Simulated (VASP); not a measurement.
# Li (R-3m) in VASP: a series of runs, part 2 of 2

VASP 6.6.1. Earlier steps stand in the parts before.

**3. Electric field gradients, PBE (equal xy, yz and zx shear strains of +3 %)**

INCAR reads:

```
PREC = Accurate ; ENCUT = 520
EDIFF = 1E-8 ; ISMEAR = -1
SIGMA = 0.08 ; LREAL = F
LASPH = T ; NELM = 60
ALGO = Normal ; ISIF = 2
LWAVE = F ; LCHARG = F
GGA = PE ; LEFG = T
NBANDS = 8
```

KPOINTS reads:

```
Automatic mesh
0
Gamma
  13 13 13
```

POSCAR reads:

```
Li
1.0
    0.0660600000      2.2350300000      2.2350300000
    2.2350300000      0.0660600000      2.2350300000
    2.2350300000      2.2350300000      0.0660600000
Li
1
Direct
    0.0000000000      0.0000000000      0.0000000000
```

Potentials or basis: VASP PAW PBE potentials, release 64 (Li_sv).

The run is started by

```bash
cat potpaw_PBE.64/Li_sv/POTCAR > POTCAR
mpirun -np 1 vasp_std > vasp.out
```

OUTCAR:

```text
PREC = Accurate
   ENCUT = 520
   EDIFF = 1E-8
   ISMEAR = -1
   LREAL = F
   LASPH = T
   NELM = 60
   ISIF = 2
   GGA = PE

 ion  position               nearest neighbor table
   1  0.000  0.000  0.000-

  LATTYP: Found a trigonal (rhomboedric) cell.
 ALAT       =     3.1614999803
 COS(alpha) =     0.5293254421

  Lattice vectors:

 A1 = (   0.0660600000,   2.2350300000,   2.2350300000)
 A2 = (   2.2350300000,   0.0660600000,   2.2350300000)
 A3 = (   2.2350300000,   2.2350300000,   0.0660600000)

Analysis of symmetry for initial positions (statically):
=====================================================================
 Subroutine PRICEL returns:
 Original cell was already a primitive cell.

 Routine SETGRP: Setting up the symmetry group for a
 trigonal (rhombohedral) supercell.

 Subroutine GETGRP returns: Found 12 space group operations
 (whereof 12 operations were pure point group operations)
 out of a pool of 12 trial point group operations.

The static configuration has the point symmetry D_3d.

Analysis of symmetry for dynamics (positions and initial velocities):
=====================================================================
 Subroutine PRICEL returns:
 Original cell was already a primitive cell.

 Routine SETGRP: Setting up the symmetry group for a
 trigonal (rhombohedral) supercell.

 Subroutine GETGRP returns: Found 12 space group operations
 (whereof 12 operations were pure point group operations)
 out of a pool of 12 trial point group operations.

The dynamic configuration has the point symmetry D_3d.

 Subroutine INISYM returns: Found 12 space group operations
 (whereof 12 operations are pure point group operations),
 and found     1 'primitive' translations

----------------------------------------------------------------------------------------

                                     Primitive cell

  volume of cell :      21.3399

  direct lattice vectors                    reciprocal lattice vectors
     0.066060000  2.235030000  2.235030000    -0.233881314  0.227167018  0.227167018
     2.235030000  0.066060000  2.235030000     0.227167018 -0.233881314  0.227167018
     2.235030000  2.235030000  0.066060000     0.227167018  0.227167018 -0.233881314

  length of vectors
     3.161499980  3.161499980  3.161499980     0.397379135  0.397379135  0.397379135

  position of ions in fractional coordinates (direct lattice)
     0.000000000  0.000000000  0.000000000

  ion indices of the primitive-cell ions
   primitive index   ion index
                 1           1

----------------------------------------------------------------------------------------

 KPOINTS: Automatic mesh

Automatic generation of k-mesh.
 Grid dimensions read from file:
 generate k-points for:   13   13   13

[... 66 lines left out ...]
   NSW    =      0    number of steps for IOM
   IBRION =     -1    ionic relax: 0-MD 1-quasi-New 2-CG
   NFREE  =      0    steps in history (QN), initial steepest desc. (CG)
   ISIF   =      2    stress and relaxation
   ISYM   =      2    0-nonsym 1-usesym 2-fastsym
   POTIM  = 0.5000    time-step for ionic-motion
   TEBEG  =    0.0;   TEEND  =   0.0 temperature during run
   PSTRESS=    0.0 pullay stress
   NELECT =       3.0000    total number of electrons
   NUPDOWN=      -1.0000    fix difference up-down
   EMIN   =  10.00;   EMAX   =-10.00  energy-range for DOS
   EFERMI =   0.00;   METHOD = LEGACY
   ISMEAR =    -1;   SIGMA  =   0.08  broadening in eV -4-tet -1-fermi 0-gaus
   EFERMI_NEDOS =   21; number of points for ismear=-14 and -15
   IALGO  =     38    algorithm
   IMIX   =      4    mixing-type and parameters
     AMIX     =   0.40;   BMIX     =  1.00
     AMIX_MAG =   1.60;   BMIX_MAG =  1.00
  volume/ion in A,a.u.               =      21.34       144.01
  Fermi-wavevector in a.u.,A,eV,Ry     =   0.851239  1.608608  9.858882  0.724607
  Thomas-Fermi vector in A             =   1.967341
   LORBIT       =      0    0 simple, 1 ext, 2 COOP (PROOUT), +10 PAW based schemes
   GGA     = PE    functional components
   LHFCALC =     F    Hartree Fock is set to
   AEXX    =    0.0000 exact exchange contribution
   IVDW    =     0    specifies the selected vdW correction
   LEPSILON=     F    determine dielectric tensor
   LRPA    =     F    only Hartree local field effects (RPA)
 non-spin polarized calculation
  energy-cutoff  :      520.00
  volume of cell :       21.34
 maximum number of plane-waves:       592
   NGX = 11   NGY = 11   NGZ = 11

 number of electron       3.0000001 magnetization

 Free energy of the ion-electron system (eV)
  ---------------------------------------------------
  ext. energy  EPLUGINS =         0.00000000
  ---------------------------------------------------
  free energy    TOTEN  =        -1.90609262 eV

  energy without entropy =       -1.89461406  energy(sigma->0) =       -1.90035334

 E-fermi :   0.4992     XC(G=0):  -6.9202

 val. band max:        0.4829311493   @ k =  -0.2308   0.2308   0.2308
 cond. band min:       0.5142155843   @ k =  -0.3077   0.2308   0.0000
 fundamental gap:      0.0312844350
 Fermi energy:         0.4991592504

 k-point     1 :       0.0000    0.0000    0.0000
  band No.  band energies     occupation
      1     -46.1376      2.00000
      2      -3.0075      2.00000
      3      13.6008      0.00000
      4      14.6382      0.00000
      5      14.6382      0.00000
      6      17.1980      0.00000
      7      18.5880      0.00000
      8      18.5880      0.00000
[... 243 lines left out ...]
 k-point    24 :       0.4615    0.1538   -0.0000
  band No.  band energies     occupation
      1     -46.1219      2.00000
      2       0.2721      1.88940
      3       4.6495      0.00000
      4      10.6074      0.00000
      5      11.0876      0.00000
      6      13.9937      0.00000
      7      19.1674      0.00000
      8      20.1331      0.00000

 [... further k-points ...]

------------------------ aborting loop because EDIFF is reached ----------------------------------------

  FORCE on cell =-STRESS in cart. coord.  units (eV):
  Direction    XX          YY          ZZ          XY          YZ          ZX
  --------------------------------------------------------------------------------------
  -------------------------------------------------------------------------------------
  Total       -0.0977179     -0.0977179     -0.0977179     -0.0312535     -0.0312535     -0.0312535
  in kB       -7.3365737     -7.3365737     -7.3365737     -2.3464846     -2.3464846     -2.3464846
  external PRESSURE =      -7.3365737 kB  Pullay stress =       0.0000000 kB

 VOLUME and BASIS-vectors are now :
 -----------------------------------------------------------------------------
  energy-cutoff  :      520.00
  volume of cell :       21.34
      direct lattice vectors                 reciprocal lattice vectors
     0.066060000  2.235030000  2.235030000    -0.233881314  0.227167018  0.227167018
     2.235030000  0.066060000  2.235030000     0.227167018 -0.233881314  0.227167018
     2.235030000  2.235030000  0.066060000     0.227167018  0.227167018 -0.233881314

 POSITION                                       TOTAL-FORCE (eV/Angst)
 -----------------------------------------------------------------------------------
      0.00000      0.00000      0.00000         0.000000      0.000000     -0.000000
 -----------------------------------------------------------------------------------
    total drift:                               -0.000000      0.000000     -0.000000

  FREE ENERGIE OF THE ION-ELECTRON SYSTEM (eV)
  ---------------------------------------------------
  free  energy   TOTEN  =        -1.9060926213 eV

  energy  without entropy=       -1.8946140601  energy(sigma->0) =       -1.90035334

 Electric field gradients (V/A^2)
---------------------------------------------------------------------
 ion       V_xx      V_yy      V_zz      V_xy      V_xz      V_yz
---------------------------------------------------------------------
   1      -0.000    -0.000    -0.000    -0.129    -0.129    -0.129
---------------------------------------------------------------------

 Electric field gradients after diagonalization (V/A^2)
 (convention: |V_zz| > |V_xx| > |V_yy|)
----------------------------------------------------------------------
 ion       V_xx      V_yy      V_zz     asymmetry (V_yy - V_xx)/ V_zz
----------------------------------------------------------------------
   1       0.129     0.129    -0.258       0.000
----------------------------------------------------------------------

           NMR quadrupolar parameters

 Cq : quadrupolar parameter    Cq=e*Q*V_zz/h
 eta: asymmetry parameters     (V_yy - V_xx)/ V_zz
 Q  : nuclear electric quadrupole moment in mb (millibarn)
----------------------------------------------------------------------
 ion       Cq(MHz)       eta       Q (mb)
----------------------------------------------------------------------
   1      -0.001       0.000       1.000
----------------------------------------------------------------------
```

OSZICAR:

```text
N       E                     dE             d eps       ncg     rms          rms(c)
DAV:   1    -0.443705736972E-01   -0.44371E-01   -0.70589E+02  3728   0.258E+02
DAV:   2    -0.187755863790E+01   -0.18332E+01   -0.17664E+01  5384   0.351E+01
DAV:   3    -0.190750111537E+01   -0.29942E-01   -0.29817E-01  4296   0.337E+00
DAV:   4    -0.190791751709E+01   -0.41640E-03   -0.41640E-03  5696   0.339E-01
DAV:   5    -0.190791853623E+01   -0.10191E-05   -0.10191E-05  4520   0.139E-02    0.252E-01
DAV:   6    -0.190667794498E+01    0.12406E-02   -0.28553E-04  5992   0.689E-02    0.143E-01
DAV:   7    -0.190609543588E+01    0.58251E-03   -0.68210E-04  5784   0.106E-01    0.281E-02
DAV:   8    -0.190609241314E+01    0.30227E-05   -0.82675E-06  4488   0.199E-02    0.166E-03
DAV:   9    -0.190609274309E+01   -0.32995E-06   -0.36854E-07  5696   0.536E-03    0.489E-04
DAV:  10    -0.190609263097E+01    0.11212E-06   -0.47042E-08  4424   0.141E-03    0.240E-04
DAV:  11    -0.190609262127E+01    0.96961E-08   -0.33948E-09  2816   0.475E-04
   1 F= -.19060926E+01 E0= -.19003533E+01  d E =-.114786E-01
```

Run time: 25 s. Hardware: 1 thread of Intel Xeon 8259CL, shared host; peak memory 0.15 GiB.

Results:

```yaml
Free_energy: -1.9061 eV
Band_gap_on_the_k_mesh: zero (an odd number of electrons rules out a gap without spin polarisation)
Largest_electric_field_gradient_by_atom: Li -0.26 V/Å²
```

Levels at points of the mesh, in eV from the Fermi level:
```tsv
k point	band 1	band 2	band 3	band 4	band 5	band 6	band 7
(0.00, 0.00, 0.00)	-46.64	-3.51	13.10	14.14	14.14	16.70	18.09
```

Caveat: the cell differs from its parent crystal (equal xy, yz and zx shear strains of +3 %); the cutoff is under 1.25 times the usual one of these potentials, so pressure, stress and relaxed cells hold a basis-set (Pulay) error; without QUAD_EFG the Cq values of the log hold for a quadrupole moment of 1 mb, not for the nuclei.
